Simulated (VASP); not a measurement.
Set up this calculation in VASP 6.6.1, as the native input.

```yaml
Task: single point
Functional: PBE
Potentials_or_basis: VASP PAW PBE potentials, release 64 (K_sv, Br)
Cutoff: 520 eV
k_mesh: 6 × 6 × 6
Occupations: gaussian, width 0.05 eV
Spin: no spin polarisation
Dipole_correction: no
Further_INCAR_settings: ALGO = Normal; EDIFF = 1e-06; NBANDS = 15
```

The structure of KBr lies in POSCAR:

```
KBr
1.0
    0.0000000000      3.0291000000      3.2925000000
    3.0291000000      0.0000000000      3.2925000000
    3.0291000000      3.0291000000      0.0000000000
K Br
1 1
Direct
    0.0000000000      0.0000000000      0.0000000000
    0.5000000000      0.5000000000      0.5000000000
```

This cell differs from its parent crystal: strain -0.080 along x and y, +0.000 along z.

These files were run (other wordings do the same):

INCAR

```
SYSTEM = KBr
PREC = Accurate
ENCUT = 520
EDIFF = 1E-6
ISMEAR = 0
SIGMA = 0.05
LREAL = .FALSE.
LASPH = .TRUE.
NELM = 60
ALGO = Normal
ISIF = 2
LWAVE = .FALSE.
LCHARG = .FALSE.
GGA = PE
NBANDS = 15
```

KPOINTS

```
regular mesh
0
G
  6 6 6
  0 0 0
```

Potentials or basis: VASP PAW PBE potentials, release 64 (K_sv, Br).

Command:

```console
$ cat potpaw_PBE.64/K_sv/POTCAR potpaw_PBE.64/Br/POTCAR > POTCAR
$ mpirun -np 1 vasp_std > vasp.out
```

Results of the run:

```json
{
 "Pressure": "5.7 GPa",
 "Band gap on the k mesh": "4.86 eV, direct"
}
```

Caveat: the cell differs from its parent crystal (strain -0.080 along x and y, +0.000 along z).

It took 44 s on 1 thread of AMD EPYC 7R13, with other jobs on the host, peak memory 0.17 GiB.
